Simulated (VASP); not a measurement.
La2Zr3O, 6 atoms in the cell. Symmetry: P6/mmm, No. 191, hexagonal system. The conventional cell has a = 5.446 Å, b = 5.446 Å, c = 6.209 Å, α = 90.00°, β = 90.00°, γ = 120.00°. Within 4.1 Å of La (site symmetry -6m2) lie 3 La at 3.14 Å and 6 Zr at 3.48 Å. Zr (site symmetry mmm) has 4 Zr at 2.72 Å and 2 O at 2.72 Å and 4 La at 3.48 Å within 3.6 Å. O (site symmetry 6/mmm) has 6 Zr at 2.72 Å within 3.6 Å. 

- Program: VASP 6.6.1
- Task: single point
- Functional: PBE
- Potentials or basis: VASP PAW PBE potentials, release 64 (La, Zr_sv, O)
- Cutoff: 520 eV
- k mesh: 6 × 6 × 4
- Occupations: gaussian, width 0.1 eV
- Spin: no spin polarisation
- Dipole correction: no
- Further INCAR settings: ALGO = Normal; EDIFF = 1e-06; NBANDS = 41

Potentials or basis: VASP PAW PBE potentials, release 64 (La, Zr_sv, O).

The run is started by

```bash
$ cat potpaw_PBE.64/La/POTCAR potpaw_PBE.64/Zr_sv/POTCAR potpaw_PBE.64/O/POTCAR > POTCAR
$ mpirun -np 1 vasp_std > vasp.out
```

Hardware: 1 thread of Intel(R) Xeon(R) 6975P-C (Granite Rapids), on a shared host.

Question: Estimate the wall time of this run.

Answer: Run time: 88 s on 1 thread of Intel(R) Xeon(R) 6975P-C (Granite Rapids), with other jobs on the host, peak memory 0.36 GiB. Counts: scf iterations 17, k points 21.
